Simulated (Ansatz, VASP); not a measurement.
InSe: VASP beside Ansatz

```
Se In
1.0
     4.02661    0.00000    0.00000
    -2.01331    3.48715    0.00000
     0.00000    0.00000   28.27071
Se In
4 4
Direct
  0.00000 0.00000 0.15918
  0.00000 0.00000 0.34967
  0.44444 0.22222 0.48090
  0.44444 0.22222 0.67139
  0.66667 0.33333 0.20500
  0.66667 0.33333 0.30385
  0.77778 0.88889 0.52672
  0.77778 0.88889 0.62557
```

Alike in both runs: task single point; functional PBE; dispersion D3(BJ); k mesh 9 × 9 × 1; occupations gaussian, width 0.05 eV; no spin polarisation.

|  | VASP | Ansatz |
| --- | --- | --- |
| version | VASP 6.6.1 | Ansatz 0.2.0 |
| potentials or method | VASP PAW PBE potentials, release 64 (Se, In_d), cutoff 520 eV | scalar-relativistic, plane waves, PAW |
| valence electrons in the cell | 76 | 116 |

|  | VASP | Ansatz | Ansatz less VASP |
| --- | --- | --- | --- |
| gap on the k mesh at the Fermi level (eV) | 1.26 | 1.27 | +0.010 |
| least direct gap on the mesh (eV) | 1.30 | 1.31 | +0.009 |
| rms of the force components (eV/Å) | 0.023 | 0.020 | -0.0031 |

VASP's potentials hold 76 valence electrons a cell and Ansatz's 116, so a difference there can come from the potentials and not from the codes.
